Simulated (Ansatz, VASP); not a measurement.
## One calculation of Ga3W, two programs

INCAR

```
SYSTEM = Ga3W
PREC = Accurate ; ENCUT = 520
EDIFF = 1E-6 ; ISMEAR = 0
SIGMA = 0.1 ; LREAL = .False.
LASPH = .True. ; NELM = 100
ALGO = Fast ; ISIF = 2
LWAVE = .False. ; LCHARG = .False.
GGA = PE ; NBANDS = 63
```

File KPOINTS:

```
regular mesh
0
Gamma
  3 3 4
  0 0 0
```

File POSCAR:

```
Ga3W
1.0
    6.4372860700      0.0000000000      0.0000000000
   -3.2186430400      5.5748532700      0.0000000000
    0.0000000000      0.0000000000      5.0791323100
Ga W
6 2
Direct
    0.3362817500      0.1681408700      0.7500000000
    0.8318591300      0.1681408700      0.7500000000
    0.8318591300      0.6637182500      0.7500000000
    0.6637182500      0.8318591300      0.2500000000
    0.1681408700      0.8318591300      0.2500000000
    0.1681408700      0.3362817500      0.2500000000
    0.6666666700      0.3333333300      0.2500000000
    0.3333333300      0.6666666700      0.7500000000
```

Input for Ansatz:

```yaml
crystal:
  lattice:
    - [6.43728607, 0.0, 0.0]
    - [-3.21864304, 5.57485327, 0.0]
    - [0.0, 0.0, 5.07913231]
  atoms:
    - { symbol: Ga, position: [0.33628175, 0.16814087, 0.75] }
    - { symbol: Ga, position: [0.83185913, 0.16814087, 0.75] }
    - { symbol: Ga, position: [0.83185913, 0.66371825, 0.75] }
    - { symbol: Ga, position: [0.66371825, 0.83185913, 0.25] }
    - { symbol: Ga, position: [0.16814087, 0.83185913, 0.25] }
    - { symbol: Ga, position: [0.16814087, 0.33628175, 0.25] }
    - { symbol: W, position: [0.66666667, 0.33333333, 0.25] }
    - { symbol: W, position: [0.33333333, 0.66666667, 0.75] }
basis:
  ecutwfc: 420
kpoints:
  mp_grid: { grid: [3, 3, 4] }
hamiltonian:
  xc: pbe
scf:
  occupations: { method: gaussian, width: 0.1 }
  lower_state_search: "off"
output:
  forces: true
  stress: true
  eigenvalues: true
```

Change from the starting cell: species swapped into the Pr3Ho type (P6_3/mmc, No. 194).

Alike in both runs: task single point; functional PBE; k mesh 3 × 3 × 4; occupations gaussian, width 0.1 eV; no spin polarisation.

```csv
,VASP,Ansatz
version,VASP 6.6.1,Ansatz 0.2.0
potentials or method,"VASP PAW PBE potentials, release 64 (Ga_d, W_sv), cutoff 520 eV","scalar-relativistic, plane waves, PAW"
valence electrons in the cell,106,106
```

|  | VASP | Ansatz | Ansatz less VASP |
| --- | --- | --- | --- |
| gap on the k mesh at the Fermi level (eV) | none | none | - |
| pressure (GPa) | -18.4 | -18.4 | -0.05 |
| traceless stress, the component that is largest in VASP (GPa) | 3.45 | 3.45 | -0.005 |
| rms of the force components (eV/Å) | 0.246 | 0.246 | +0.0001 |

Atom by atom the forces differ by 0.000 eV/Å (rms over components). A gap of «none» marks a metal or a gap that the smearing closes.

The k mesh is coarse, so the values compare programs but aren't converged. Spin-orbit coupling is off throughout.
